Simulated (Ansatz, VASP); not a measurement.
# C in VASP and in Ansatz

```
CELL_PARAMETERS angstrom
0.00000 1.78582 1.78582
1.78582 0.00000 1.78582
1.78582 1.78582 0.00000
ATOMIC_POSITIONS crystal
C 0.87500 0.87500 0.87500
C 0.12500 0.12500 0.12500
```

Alike in both runs: functional PBE; k mesh 18 × 18 × 18; occupations fermi-dirac, width 0.1 eV; no spin polarisation.

Ansatz relaxed the structure, and its values are those at the end. VASP's run is a single point on that final structure, the one shown.

|  | VASP | Ansatz |
| --- | --- | --- |
| version | VASP 6.6.1 | Ansatz 0.2.0 |
| potentials or method | VASP PAW PBE potentials, release 64 (C) | PAW with Ansatz's default frozen-core files, scalar-relativistic |
| plane-wave cutoff (eV) | 520 | 420 |
| valence electrons in the cell | 8 | 8 |

VASP gave:

```
pressure (GPa) : 0.6
```

Task: Which values does Ansatz return?

Result: Pressure (GPa): 0.0.

The functional is the same, so the differences come from potentials, cutoffs and numerics.
